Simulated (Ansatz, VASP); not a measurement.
# SbS5 in VASP and in Ansatz

```
Sb S
1.0
     6.55967    0.00000    0.00000
    -3.27983    5.68084    0.00000
     0.00000    0.00000    3.22434
Sb S
1 5
Direct
  0.00000 0.00000 0.00000
  0.33333 0.66667 0.00000
  0.66667 0.33333 0.00000
  0.50000 0.00000 0.50000
  0.50000 0.50000 0.50000
  0.00000 0.50000 0.50000
```

Change from the starting cell: species swapped into the SmCu5 type (P6/mmm, No. 191).

Alike in both runs: functional PBE; k mesh 6 × 6 × 10; occupations gaussian, width 0.1 eV; no spin polarisation.

Ansatz relaxed the structure, and its values are those at the end. VASP's run is a single point on that final structure, the one shown.

|  | VASP | Ansatz |
| --- | --- | --- |
| version | VASP 6.6.1 | Ansatz 0.2.0 |
| potentials or method | VASP PAW PBE potentials, release 64 (Sb, S), cutoff 520 eV | scalar-relativistic, plane waves, PAW |
| valence electrons in the cell | 35 | 45 |

Ansatz gave:

- gap on the k mesh at the Fermi level (eV): none
- pressure (GPa): 0.0

Which values does VASP return?

gap on the k mesh at the Fermi level (eV): none; pressure (GPa): -0.2.

A gap of «none» marks a metal or a gap that the smearing closes. VASP's potentials hold 35 valence electrons a cell and Ansatz's 45, so a difference there can come from the potentials and not from the codes.

Neither program's run includes spin-orbit coupling.
